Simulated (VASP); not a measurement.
Runs of VASP 6.6.1 on BN. The structure is that of space group P6_3/mmc (No. 194), or close to it. The cells are those of the table. 

| level | potentials or basis | cell | k mesh | smearing | gap on the mesh (eV) | pressure (GPa) |
| --- | --- | --- | --- | --- | --- | --- |
| PBEsol | VASP PAW PBE potentials, release 64 (B, N) | a = 2.483, b = 2.483, c = 4.004 Å, angles 90.0, 90.0, 120.0°, 4 atoms | 12 × 12 × 6 | fermi-dirac 0.02 eV | (b) | 0.2 |
| LDA | VASP PAW LDA potentials, release 64 (B, N) | a = 2.466, b = 2.466, c = 3.979 Å, angles 90.0, 90.0, 120.0°, 4 atoms | 12 × 12 × 6 | fermi-dirac 0.02 eV | 1.77 | (a) |
| PBE | VASP PAW PBE potentials, release 64 (B, N) | a = 2.491, b = 2.491, c = 4.001 Å, angles 90.0, 90.0, 120.0°, 4 atoms | 6 × 6 × 4 | gaussian 0.01 eV | 1.58 | 4.5 |
| r2SCAN | VASP PAW PBE potentials, release 64 (B, N) | a = 2.491, b = 2.491, c = 4.001 Å, angles 90.0, 90.0, 120.0°, 4 atoms | 12 × 12 × 6 | fermi-dirac 0.02 eV | 1.82 | 0.4 |
| r2SCAN | VASP PAW PBE potentials, release 64 (B, N) | a = 2.491, b = 2.491, c = 4.001 Å, angles 90.0, 90.0, 120.0°, 4 atoms | 12 × 12 × 6 | gaussian 0.01 eV | 1.82 | 0.4 |
| PBE | VASP PAW PBE potentials, release 64 (B, N) | a = 2.491, b = 2.491, c = 4.001 Å, angles 90.0, 90.0, 120.0°, 4 atoms | 12 × 12 × 6 | fermi-dirac 0.02 eV | 1.58 | 4.5 |
| LDA | VASP PAW LDA potentials, release 64 (B, N) | a = 2.491, b = 2.491, c = 4.001 Å, angles 90.0, 90.0, 120.0°, 4 atoms | 12 × 12 × 6 | gaussian 0.01 eV | 1.67 | -9.5 |

Alike in all rows: task single point; no spin polarisation; cutoff (eV) 520.

Estimate the missing entries.

(a) 0.7; (b) 1.57.

Caveats: some runs use coarse meshes; the PAW data sets were made with another functional, which shifts forces and pressure a little (some runs).

A k mesh can miss the band edges.
